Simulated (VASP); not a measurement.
# AlFe (Pm-3m) in VASP: single point with PBE

Aim: the single point of AlFe with PBE.

Everything below comes from runs of VASP 6.6.1. Logs are shortened: lines on timing, memory, paths and dates and some standing lists are left out, and cuts for length are marked.

### 1 The cell of the first run

It takes space group Pm-3m (No. 221, cubic). The conventional cell has a = 2.910 Å, b = 2.910 Å, c = 2.910 Å, α = 90.00°, β = 90.00°, γ = 90.00°. Al (site symmetry m-3m) has 8 Fe at 2.52 Å and 6 Al at 2.91 Å within 3.3 Å. Within 3.3 Å of Fe (site symmetry m-3m) lie 8 Al at 2.52 Å and 6 Fe at 2.91 Å.

### 2 Single point, PBE, collinear spin, antiferromagnetic start

INCAR reads:

```
PREC = Accurate
ENCUT = 520
EDIFF = 1E-6
ISMEAR = -1
SIGMA = 0.05
LREAL = F
LASPH = T
NELM = 150
ALGO = Normal
ISIF = 2
LWAVE = F
LCHARG = T
ISPIN = 2
MAGMOM = 0 0 3 -3
LORBIT = 11
LMAXMIX = 4
GGA = PE
LELF = T
LVHAR = T
NBANDS = 23
```

KPOINTS reads:

```
regular mesh
0
Gamma
  7 10 7
```

POSCAR reads:

```
AlFe
1.0
    0.0000000000      2.9100000000      2.9100000000
    2.9100000000      0.0000000000      0.0000000000
    0.0000000000      2.9100000000     -2.9100000000
Al Fe
2 2
Direct
    0.0000000000      0.0000000000      0.0000000000
    0.5000000000      0.0000000000      0.5000000000
    0.5000000000      0.5000000000      0.0000000000
    0.0000000000      0.5000000000      0.5000000000
```

Potentials or basis: VASP PAW PBE potentials, release 64 (Al, Fe).

The run is started by

```sh
$ cat potpaw_PBE.64/Al/POTCAR potpaw_PBE.64/Fe/POTCAR > POTCAR
$ mpirun -np 1 vasp_std > vasp.out
```

OUTCAR:

```text
PREC = Accurate
   ENCUT = 520
   EDIFF = 1E-6
   ISMEAR = -1
   LREAL = F
   LASPH = T
   NELM = 150
   ISIF = 2
   ISPIN = 2
   LORBIT = 11
   GGA = PE

 ion  position               nearest neighbor table
   1  0.000  0.000  0.000-   3 2.52   4 2.52   4 2.52   3 2.52   4 2.52   4 2.52   3 2.52   3 2.52
                             2 2.91   2 2.91   2 2.91   2 2.91
   2  0.500  0.000  0.500-   3 2.52   4 2.52   3 2.52   3 2.52   4 2.52   3 2.52   4 2.52   4 2.52
                             1 2.91   1 2.91   1 2.91   1 2.91
   3  0.500  0.500  0.000-   1 2.52   2 2.52   2 2.52   1 2.52   2 2.52   2 2.52   1 2.52   1 2.52
                             4 2.91   4 2.91   4 2.91   4 2.91
   4  0.000  0.500  0.500-   1 2.52   2 2.52   1 2.52   1 2.52   2 2.52   1 2.52   2 2.52   2 2.52
                             3 2.91   3 2.91   3 2.91   3 2.91

  LATTYP: Found a simple tetragonal cell.
 ALAT       =     4.1153614665
 C/A-ratio  =     0.7071067812

  Lattice vectors:

 A1 = (   0.0000000000,  -2.9100000000,  -2.9100000000)
 A2 = (   0.0000000000,   2.9100000000,  -2.9100000000)
 A3 = (   2.9100000000,   0.0000000000,   0.0000000000)

Analysis of symmetry for initial positions (statically):
=====================================================================
 Subroutine PRICEL returns following result:

  LATTYP: Found a simple cubic cell.
 ALAT       =     2.9100000000
[... 12 lines left out ...]
 Subroutine GETGRP returns: Found 16 space group operations
 (whereof 16 operations were pure point group operations)
 out of a pool of 16 trial point group operations.

The static configuration has the point symmetry D_4h.

Analysis of symmetry for dynamics (positions and initial velocities):
=====================================================================
 Subroutine PRICEL returns following result:

  LATTYP: Found a simple cubic cell.
 ALAT       =     2.9100000000
[... 12 lines left out ...]
 Subroutine GETGRP returns: Found 16 space group operations
 (whereof 16 operations were pure point group operations)
 out of a pool of 16 trial point group operations.

The dynamic configuration has the point symmetry D_4h.

Analysis of structural, dynamic, and magnetic symmetry:
=====================================================================
 Subroutine PRICEL returns following result:

  LATTYP: Found a simple cubic cell.
 ALAT       =     2.9100000000
[... 12 lines left out ...]
 Subroutine GETGRP returns: Found 16 space group operations
 (whereof 16 operations were pure point group operations)
 out of a pool of 16 trial point group operations.

The overall configuration has the point symmetry D_4h.

 Subroutine INISYM returns: Found 16 space group operations
 (whereof 16 operations are pure point group operations),
 and found     2 'primitive' translations

----------------------------------------------------------------------------------------

                                     Primitive cell
[... 121 lines left out ...]
   LRPA    =     F    only Hartree local field effects (RPA)
 spin polarized calculation
  energy-cutoff  :      520.00
  volume of cell :       49.28
 maximum number of plane-waves:      1354
 NGX is ok and might be reduce to    32
   NGX = 15   NGY = 11   NGZ = 15

 number of electron      21.9999978 magnetization      -0.0000000

 number of electron      21.9999978 magnetization       0.0000000

 Free energy of the ion-electron system (eV)
  ---------------------------------------------------
  ext. energy  EPLUGINS =         0.00000000
  ---------------------------------------------------
  free energy    TOTEN  =       -25.24070568 eV

  energy without entropy =      -25.19620433  energy(sigma->0) =      -25.21845501

 E-fermi :   7.6955     XC(G=0): -11.9699

 val. band max:        7.6940555306   @ k =   0.1429   0.1000   0.1429
 cond. band min:       7.6994783148   @ k =   0.4286   0.0000   0.0000
 fundamental gap:      0.0054227842
 Fermi energy:         7.6955475275

 spin component 1

 k-point     1 :       0.0000    0.0000    0.0000
  band No.  band energies     occupation
      1      -2.5569      1.00000
      2       2.9628      1.00000
      3       5.1000      1.00000
      4       5.3952      1.00000
      5       5.5615      1.00000
      6       5.5615      1.00000
[... 613 lines left out ...]
     22      15.9586      0.00000
     23      19.2067      0.00000

 [... further k-points ...]

 spin component 2

 k-point     1 :       0.0000    0.0000    0.0000
  band No.  band energies     occupation
      1      -2.5569      1.00000
      2       2.9628      1.00000
      3       5.1000      1.00000
      4       5.3952      1.00000
      5       5.5615      1.00000
      6       5.5615      1.00000
[... 613 lines left out ...]
     22      15.9586      0.00000
     23      19.2067      0.00000

 [... further k-points ...]
[... 5 lines left out ...]
  --------------------------------------------------------------------------------------
  -------------------------------------------------------------------------------------
  Total       -2.6629792     -0.6706148     -0.6706148      0.0000000      0.0000000     -0.0000000
  in kB      -86.5703929    -21.8009158    -21.8009158      0.0000000      0.0000000     -0.0000000
  external PRESSURE =     -43.3907415 kB  Pullay stress =       0.0000000 kB

 VOLUME and BASIS-vectors are now :
 -----------------------------------------------------------------------------
  energy-cutoff  :      520.00
  volume of cell :       49.28
      direct lattice vectors                 reciprocal lattice vectors
     0.000000000  2.910000000  2.910000000     0.000000000  0.171821306  0.171821306
     2.910000000  0.000000000  0.000000000     0.343642612  0.000000000  0.000000000
     0.000000000  2.910000000 -2.910000000     0.000000000  0.171821306 -0.171821306

 POSITION                                       TOTAL-FORCE (eV/Angst)
 -----------------------------------------------------------------------------------
      0.00000      0.00000      0.00000         0.000000      0.000000      0.000000
      0.00000      2.91000      0.00000         0.000000     -0.000000      0.000000
      1.45500      1.45500      1.45500         0.000000      0.000000     -0.000000
      1.45500      1.45500     -1.45500        -0.000000     -0.000000      0.000000
 -----------------------------------------------------------------------------------
    total drift:                               -0.000000     -0.000000      0.000000

  FREE ENERGIE OF THE ION-ELECTRON SYSTEM (eV)
  ---------------------------------------------------
  free  energy   TOTEN  =       -25.2407056813 eV

  energy  without entropy=      -25.1962043323  energy(sigma->0) =      -25.21845501

 total charge

# of ion       s       p       d       tot
------------------------------------------
    1        0.397   0.421   0.000   0.818
    2        0.397   0.421   0.000   0.818
    3        0.418   0.478   6.441   7.337
    4        0.418   0.478   6.441   7.337
--------------------------------------------------
tot          1.630   1.800  12.881  16.311

 magnetization (x)

# of ion       s       p       d       tot
------------------------------------------
    1        0.000   0.000   0.000   0.000
    2        0.000   0.000   0.000   0.000
    3        0.012   0.004   1.055   1.071
    4       -0.012  -0.004  -1.055  -1.071
--------------------------------------------------
tot          0.000   0.000  -0.000  -0.000
```

It took 2.1 min on 1 thread of Intel Xeon Platinum 8259CL at 2.50GHz (Skylake/Cascade Lake), shared host; peak memory 0.24 GiB.

What came out:

```yaml
Free_energy: -25.2407 eV
Pressure: -4.3 GPa
Band_gap_on_the_k_mesh: zero (filled and empty bands overlap)
Net_moment: 0.00 μB per cell
Site_moments: Al +0.00; Fe +1.07, -1.07 μB
Valence_electrons_inside_the_program's_atomic_spheres: Al 0.82; Fe 7.34
```
